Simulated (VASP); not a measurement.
# Cd4H (I-43m) in VASP: a series of runs

Cd4H is run at these levels: PBE; tasks: single point, relaxation of cell and atoms.

All numbers are computed with VASP 6.6.1; they aren't measurements. Logs are shortened: lines on timing, memory, paths and dates and some standing lists are left out, and cuts for length are marked.

### Step 1. The cell of the first run

The structure is cubic, space group I-43m (No. 217). Conventional cell: a = 6.030 Å, b = 6.030 Å, c = 6.030 Å, α = 90.00°, β = 90.00°, γ = 90.00°. Cd (site symmetry 3m) has 1 H at 2.17 Å within 2.9 Å. Within 2.9 Å of H (site symmetry -43m) lie 4 Cd at 2.17 Å.

The cell was generated, and may not be a known phase.

### Step 2. Single point, PBE

Contents of INCAR:

```
PREC = Accurate ; ENCUT = 520
EDIFF = 1E-6 ; ISMEAR = 0
SIGMA = 0.1 ; LREAL = False
LASPH = True ; NELM = 100
ALGO = Normal ; ISIF = 2
LWAVE = False ; LCHARG = False
GGA = PE ; NBANDS = 32
```

Contents of KPOINTS:

```
Automatic mesh
0
Gamma
  4 4 4
```

Contents of POSCAR:

```
Cd4H
1.0
   -3.0149137700      3.0149137700      3.0149137700
    3.0149137700     -3.0149137700      3.0149137700
    3.0149137700      3.0149137700     -3.0149137700
Cd H
4 1
Direct
    0.0000000000      0.5852204572      0.0000000000
    0.4147795428      0.4147795428      0.4147795428
    0.0000000000      0.0000000000      0.5852204572
    0.5852204572      0.0000000000      0.0000000000
    0.0000000000      0.0000000000      0.0000000000
```

Potentials or basis: VASP PAW PBE potentials, release 64 (Cd, H).

Launch:

```console
cat potpaw_PBE.64/Cd/POTCAR potpaw_PBE.64/H/POTCAR > POTCAR
mpirun -np 1 vasp_std > vasp.out
```

OUTCAR:

```text
PREC = Accurate
   ENCUT = 520
   EDIFF = 1E-6
   ISMEAR = 0
   LREAL = False
   LASPH = True
   NELM = 100
   ISIF = 2
   GGA = PE

 ion  position               nearest neighbor table
   1  0.000  0.585  0.000-   5 2.17   2 3.10   4 3.10   4 3.10   3 3.10   3 3.10   2 3.10   3 3.54
                             4 3.54   2 3.54
   2  0.415  0.415  0.415-   5 2.17   1 3.10   3 3.10   4 3.10   3 3.10   1 3.10   4 3.10   3 3.54
                             1 3.54   4 3.54
   3  0.000  0.000  0.585-   5 2.17   2 3.10   2 3.10   1 3.10   1 3.10   4 3.10   4 3.10   2 3.54
                             4 3.54   1 3.54
   4  0.585  0.000  0.000-   5 2.17   2 3.10   1 3.10   1 3.10   2 3.10   3 3.10   3 3.10   2 3.54
                             3 3.54   1 3.54
   5  0.000  0.000  0.000-   1 2.17   2 2.17   3 2.17   4 2.17

  LATTYP: Found a body centered cubic cell.
 ALAT       =     6.0298275400

  Lattice vectors:

 A1 = (  -3.0149137700,   3.0149137700,   3.0149137700)
 A2 = (   3.0149137700,  -3.0149137700,   3.0149137700)
 A3 = (   3.0149137700,   3.0149137700,  -3.0149137700)

Analysis of symmetry for initial positions (statically):
=====================================================================
 Subroutine PRICEL returns:
 Original cell was already a primitive cell.

 Routine SETGRP: Setting up the symmetry group for a
 body centered cubic supercell.

 Subroutine GETGRP returns: Found 24 space group operations
 (whereof 24 operations were pure point group operations)
 out of a pool of 48 trial point group operations.

The static configuration has the point symmetry T_d .

Analysis of symmetry for dynamics (positions and initial velocities):
=====================================================================
 Subroutine PRICEL returns:
 Original cell was already a primitive cell.

 Routine SETGRP: Setting up the symmetry group for a
 body centered cubic supercell.

 Subroutine GETGRP returns: Found 24 space group operations
 (whereof 24 operations were pure point group operations)
 out of a pool of 48 trial point group operations.

The dynamic configuration has the point symmetry T_d .

 Subroutine INISYM returns: Found 24 space group operations
 (whereof 24 operations are pure point group operations),
 and found     1 'primitive' translations

----------------------------------------------------------------------------------------

                                     Primitive cell

  volume of cell :     109.6187

  direct lattice vectors                    reciprocal lattice vectors
    -3.014913770  3.014913770  3.014913770     0.000000000  0.165842222  0.165842222
     3.014913770 -3.014913770  3.014913770     0.165842222  0.000000000  0.165842222
     3.014913770  3.014913770 -3.014913770     0.165842222  0.165842222  0.000000000

  length of vectors
     5.221983830  5.221983830  5.221983830     0.234536320  0.234536320  0.234536320

  position of ions in fractional coordinates (direct lattice)
     0.000000000  0.585220457  0.000000000
     0.414779543  0.414779543  0.414779543
     0.000000000  0.000000000  0.585220457
     0.585220457  0.000000000  0.000000000
     0.000000000  0.000000000  0.000000000

  ion indices of the primitive-cell ions
   primitive index   ion index
                 1           1
                 2           2
                 3           3
                 4           4
                 5           5

----------------------------------------------------------------------------------------

 KPOINTS: Automatic mesh

Automatic generation of k-mesh.
 Grid dimensions read from file:
 generate k-points for:    4    4    4

 Generating k-lattice:

  Cartesian coordinates                     Fractional coordinates (reciprocal lattice)
     0.000000000  0.041460556  0.041460556     0.250000000  0.000000000  0.000000000
     0.041460556  0.000000000  0.041460556     0.000000000  0.250000000  0.000000000
     0.041460556  0.041460556  0.000000000     0.000000000  0.000000000  0.250000000

  Length of vectors
     0.058634080  0.058634080  0.058634080

  Shift w.r.t. Gamma in fractional coordinates (k-lattice)
     0.000000000  0.000000000  0.000000000

 Subroutine IBZKPT returns following result:
 ===========================================

 Found      8 irreducible k-points:

 Following reciprocal coordinates:
            Coordinates               Weight
  0.000000  0.000000  0.000000      1.000000
  0.250000  0.000000  0.000000     12.000000
  0.500000  0.000000  0.000000      6.000000
  0.250000  0.250000  0.000000     24.000000
  0.250000  0.250000  0.250000      2.000000
 -0.250000  0.250000  0.250000      6.000000
  0.500000  0.500000  0.250000     12.000000
  0.500000  0.500000  0.500000      1.000000
   k-points           NKPTS =      8   k-points in BZ     NKDIM =      8   number of bands    NBANDS=     32
   number of dos      NEDOS =    301   number of ions     NIONS =      5
   total plane-waves  NPLWV =  64000
   dimension x,y,z NGX =    40 NGY =   40 NGZ =   40
   dimension x,y,z NGXF=    80 NGYF=   80 NGZF=   80
   ions per type =               4   1
   NGX,Y,Z   is equivalent  to a cutoff of  12.73, 12.73, 12.73 a.u.
   NGXF,Y,Z  is equivalent  to a cutoff of  25.47, 25.47, 25.47 a.u.
 SYSTEM =  unknown system
   PREC   = accura    normal or accurate (medium, high low for compatibility)
   ISTART =      0    job   : 0-new  1-cont  2-samecut
   ICHARG =      2    charge: 1-file 2-atom 10-const
   ISPIN  =      1    spin polarized calculation?
   LNONCOLLINEAR =      F non collinear calculations
   LSORBIT =      F    spin-orbit coupling
   LASPH  =      T    aspherical Exc in radial PAW
   ENCUT  =  520.0 eV  38.22 Ry    6.18 a.u.   9.71  9.71  9.71*2*pi/ulx,y,z
   NELM   =    100;   NELMIN=  2; NELMDL= -5     # of ELM steps
   EDIFF  = 0.1E-05   stopping-criterion for ELM
   LREAL  =      F    real-space projection
   EDIFFG = 0.1E-04   stopping-criterion for IOM
   NSW    =      0    number of steps for IOM
   IBRION =     -1    ionic relax: 0-MD 1-quasi-New 2-CG
   NFREE  =      0    steps in history (QN), initial steepest desc. (CG)
   ISIF   =      2    stress and relaxation
   ISYM   =      2    0-nonsym 1-usesym 2-fastsym
   POTIM  = 0.5000    time-step for ionic-motion
   TEBEG  =    0.0;   TEEND  =   0.0 temperature during run
   PSTRESS=    0.0 pullay stress
   NELECT =      49.0000    total number of electrons
   NUPDOWN=      -1.0000    fix difference up-down
   EMIN   =  10.00;   EMAX   =-10.00  energy-range for DOS
   EFERMI =   0.00;   METHOD = LEGACY
   ISMEAR =     0;   SIGMA  =   0.10  broadening in eV -4-tet -1-fermi 0-gaus
   EFERMI_NEDOS =   21; number of points for ismear=-14 and -15
   IALGO  =     38    algorithm
   IMIX   =      4    mixing-type and parameters
     AMIX     =   0.40;   BMIX     =  1.00
     AMIX_MAG =   1.60;   BMIX_MAG =  1.00
  volume/ion in A,a.u.               =      21.92       147.95
  Fermi-wavevector in a.u.,A,eV,Ry     =   1.251734  2.365434 21.318117  1.566837
  Thomas-Fermi vector in A             =   2.385667
   LORBIT       =      0    0 simple, 1 ext, 2 COOP (PROOUT), +10 PAW based schemes
   GGA     = PE    functional components
   LHFCALC =     F    Hartree Fock is set to
   AEXX    =    0.0000 exact exchange contribution
   IVDW    =     0    specifies the selected vdW correction
   LEPSILON=     F    determine dielectric tensor
   LRPA    =     F    only Hartree local field effects (RPA)
 non-spin polarized calculation
 Gauss-broadening in eV      SIGMA  =   0.10
  energy-cutoff  :      520.00
  volume of cell :      109.62
 maximum number of plane-waves:      2988
 NGX is ok and might be reduce to    40
   NGX = 19   NGY = 19   NGZ = 19

 number of electron      49.0000010 magnetization

 Free energy of the ion-electron system (eV)
  ---------------------------------------------------
  ext. energy  EPLUGINS =         0.00000000
  ---------------------------------------------------
  free energy    TOTEN  =        -4.79972286 eV

  energy without entropy =       -4.76968248  energy(sigma->0) =       -4.78470267

 E-fermi :   1.4542     XC(G=0):  -9.9145

 val. band max:        1.3622039744   @ k =   0.2500   0.0000   0.0000
 cond. band min:       1.4971511123   @ k =   0.5000   0.5000   0.2500
 fundamental gap:      0.1349471379
 Fermi energy:         1.4541523817

 k-point     1 :       0.0000    0.0000    0.0000
  band No.  band energies     occupation
      1      -8.1874      2.00000
      2      -7.5575      2.00000
      3      -7.5575      2.00000
      4      -7.5195      2.00000
      5      -7.5195      2.00000
      6      -7.3835      2.00000
[... 24 lines left out ...]
     31       3.2978      0.00000
     32       6.7676      0.00000

 k-point     2 :       0.2500    0.0000    0.0000
  band No.  band energies     occupation
      1      -8.0529      2.00000
      2      -7.5307      2.00000
      3      -7.5139      2.00000
      4      -7.5010      2.00000
      5      -7.4639      2.00000
      6      -7.4057      2.00000
[... 24 lines left out ...]
     31       6.0120      0.00000
     32       8.0286      0.00000

 k-point     3 :       0.5000    0.0000    0.0000
  band No.  band energies     occupation
      1      -7.8636      2.00000
      2      -7.5878      2.00000
      3      -7.4723      2.00000
      4      -7.4433      2.00000
      5      -7.3572      2.00000
      6      -7.3515      2.00000
[... 24 lines left out ...]
     31       8.2566      0.00000
     32       9.0209      0.00000

 k-point     4 :       0.2500    0.2500    0.0000
  band No.  band energies     occupation
      1      -7.8719      2.00000
      2      -7.5463      2.00000
      3      -7.5250      2.00000
      4      -7.4276      2.00000
      5      -7.3763      2.00000
      6      -7.3498      2.00000
[... 24 lines left out ...]
     31       7.7398      0.00000
     32       8.4124      0.00000

 k-point     5 :       0.2500    0.2500    0.2500
  band No.  band energies     occupation
      1      -7.8024      2.00000
      2      -7.5314      2.00000
      3      -7.5314      2.00000
      4      -7.5314      2.00000
      5      -7.2379      2.00000
      6      -7.2379      2.00000
[... 24 lines left out ...]
     31       7.1687      0.00000
     32       7.1687      0.00000

 k-point     6 :      -0.2500    0.2500    0.2500
  band No.  band energies     occupation
      1      -7.9070      2.00000
      2      -7.5217      2.00000
      3      -7.4855      2.00000
      4      -7.4855      2.00000
      5      -7.4712      2.00000
      6      -7.3792      2.00000
[... 24 lines left out ...]
     31       8.6065      0.00000
     32       8.6065      0.00000

 k-point     7 :       0.5000    0.5000    0.2500
  band No.  band energies     occupation
      1      -7.7039      2.00000
      2      -7.5590      2.00000
      3      -7.5475      2.00000
      4      -7.4393      2.00000
      5      -7.3418      2.00000
      6      -7.3301      2.00000
[... 24 lines left out ...]
     31       8.8322      0.00000
     32       9.6588      0.00000

 k-point     8 :       0.5000    0.5000    0.5000
  band No.  band energies     occupation
      1      -7.4662      2.00000
      2      -7.4662      2.00000
      3      -7.4662      2.00000
      4      -7.4396      2.00000
      5      -7.4396      2.00000
      6      -7.4396      2.00000
[... 24 lines left out ...]
     31       7.7130      0.00000
     32       9.4241      0.00000

------------------------ aborting loop because EDIFF is reached ----------------------------------------

  FORCE on cell =-STRESS in cart. coord.  units (eV):
  Direction    XX          YY          ZZ          XY          YZ          ZX
  --------------------------------------------------------------------------------------
  -------------------------------------------------------------------------------------
  Total        0.1657941      0.1657941      0.1657941     -0.0000000      0.0000000      0.0000000
  in kB        2.4232321      2.4232321      2.4232321     -0.0000000      0.0000000      0.0000000
  external PRESSURE =       2.4232321 kB  Pullay stress =       0.0000000 kB

 VOLUME and BASIS-vectors are now :
 -----------------------------------------------------------------------------
  energy-cutoff  :      520.00
  volume of cell :      109.62
      direct lattice vectors                 reciprocal lattice vectors
    -3.014913770  3.014913770  3.014913770     0.000000000  0.165842222  0.165842222
     3.014913770 -3.014913770  3.014913770     0.165842222  0.000000000  0.165842222
     3.014913770  3.014913770 -3.014913770     0.165842222  0.165842222  0.000000000

 POSITION                                       TOTAL-FORCE (eV/Angst)
 -----------------------------------------------------------------------------------
      1.76439     -1.76439      1.76439        -0.006964      0.006964     -0.006964
      1.25052      1.25052      1.25052         0.006964      0.006964      0.006964
      1.76439      1.76439     -1.76439        -0.006964     -0.006964      0.006964
     -1.76439      1.76439      1.76439         0.006964     -0.006964     -0.006964
      0.00000      0.00000      0.00000         0.000000     -0.000000      0.000000
 -----------------------------------------------------------------------------------
    total drift:                                0.000001      0.000001      0.000001

  FREE ENERGIE OF THE ION-ELECTRON SYSTEM (eV)
  ---------------------------------------------------
  free  energy   TOTEN  =        -4.7997228552 eV

  energy  without entropy=       -4.7696824792  energy(sigma->0) =       -4.78470267
```

It took 16 s on 1 thread of AMD EPYC 9R45 (Zen 5), shared host; peak memory 0.21 GiB.

Results:

```
Free energy            : -4.7997 eV
Pressure               : 0.2 GPa
Largest force          : 0.012 eV/Å
Band gap on the k mesh : zero (an odd number of electrons rules out a gap without spin polarisation)
```

Forces in eV/Å, atoms in the order of the input:
```
Cd  -0.007  0.007 -0.007
Cd   0.007  0.007  0.007
Cd  -0.007 -0.007  0.007
Cd   0.007 -0.007 -0.007
H    0.000  0.000  0.000
```

Levels at points of the mesh, in eV from the Fermi level:
```
           k point  band 21  band 22  band 23  band 24  band 25  band 26  band 27  band 28
(0.00, 0.00, 0.00)    -7.69    -1.03     0.84     0.84     0.84     1.52     1.52     1.52
(0.50, 0.00, 0.00)    -6.25    -4.83    -1.51    -0.96    -0.69     0.52     2.83     4.10
(0.50, 0.50, 0.50)    -5.77    -2.77    -2.77    -2.77    -1.63    -1.63     4.80     5.01
```

Caveat: the k points lie up to 0.37 Å⁻¹ apart, too coarse for converged energies and pressures of a metal.

### Step 3. Relaxation of cell and atoms, PBE

This run uses another cell than the first one, of 23.70 Å³/atom.

Contents of INCAR:

```
  PREC = Accurate
  ENCUT = 600
  EDIFF = 1E-7
  ISMEAR = 0
  SIGMA = 0.1
  LREAL = F
  LASPH = T
  NELM = 100
  ALGO = Normal
  ISIF = 3
  LWAVE = F
  LCHARG = F
  GGA = PE
  IBRION = 2
  NSW = 90
  EDIFFG = -0.04
```

Contents of KPOINTS:

```
regular mesh
0
Gamma
  4 4 4
```

Contents of POSCAR:

```
Cd4H
1.0
   -3.0942241100      3.0942241100      3.0942241100
    3.0942241100     -3.0942241100      3.0942241100
    3.0942241100      3.0942241100     -3.0942241100
Cd H
4 1
Direct
    0.0000000000      0.6305807800      0.0000000000
    0.3694192200      0.3694192200      0.3694192200
    0.0000000000      0.0000000000      0.6305807800
    0.6305807800      0.0000000000      0.0000000000
    0.0000000000      0.0000000000      0.0000000000
```

Potentials or basis: VASP PAW PBE potentials, release 64 (Cd, H).

Launch:

```console
cat potpaw_PBE.64/Cd/POTCAR potpaw_PBE.64/H/POTCAR > POTCAR
mpirun -np 1 vasp_std > vasp.out
```

Wall time 2.5 min (1 thread of AMD EPYC 9R45 (Zen 5), shared host); peak memory 0.31 GiB.

The run converged. Its results:

```
Free energy                           : -4.8033 eV
Relaxed volume                        : 21.91 Å³/atom
Relaxed cell                          : a = 5.221 Å, b = 5.221 Å, c = 5.221 Å, α = 109.47°, β = 109.47°, γ = 109.47°
Space group after relaxing (to 0.1 Å) : I-43m (No. 217)
Energy gained by relaxing             : 58.3 meV/atom
Ionic steps                           : 7
Pressure after relaxing               : 0.2 GPa
Largest force after relaxing          : 0.004 eV/Å
Band gap on the k mesh                : zero (an odd number of electrons rules out a gap without spin polarisation)
```

Forces in eV/Å, atoms in the order of the input:
```
Cd   0.002 -0.002  0.002
Cd  -0.002 -0.002 -0.002
Cd   0.002  0.002 -0.002
Cd  -0.002  0.002  0.002
H    0.000  0.000  0.000
```

The path:
```
step  energy change (eV)  largest force (eV/Å)  pressure (GPa)  volume (Å³)
   1              0.0000                0.7681            0.93       118.50
   2             -0.0982                0.4823           -0.05       120.88
   3             -0.1586                0.1629           -1.31       125.12
   4             -0.2026                0.1562           -1.02       121.00
   5             -0.2769                0.1331            0.56       109.16
   6             -0.2883                0.0571            0.34       109.35
   7             -0.2915                0.0038            0.16       109.53
```

Final structure:
```
CELL_PARAMETERS angstrom
-3.01411 3.01411 3.01411
3.01411 -3.01411 3.01411
3.01411 3.01411 -3.01411
ATOMIC_POSITIONS crystal
Cd 0.00000 0.58361 0.00000
Cd 0.41639 0.41639 0.41639
Cd 0.00000 0.00000 0.58361
Cd 0.58361 0.00000 0.00000
H 0.00000 0.00000 0.00000
```

Levels at points of the mesh, in eV from the Fermi level:
```csv
k point,band 20,band 21,band 22,band 23,band 24,band 25,band 26,band 27,band 28,band 29
"(0.00, 0.00, 0.00)",-7.93,-7.70,-1.02,0.84,0.84,0.84,1.53,1.53,1.53,1.82
"(0.50, 0.00, 0.00)",-8.12,-6.24,-4.84,-1.51,-0.96,-0.69,0.52,2.83,4.10,4.16
"(0.50, 0.50, 0.50)",-7.96,-5.75,-2.77,-2.77,-2.77,-1.64,-1.64,4.78,4.99,4.99
```

The gap in the log of VASP goes by the Fermi energy; the results here count the filled bands.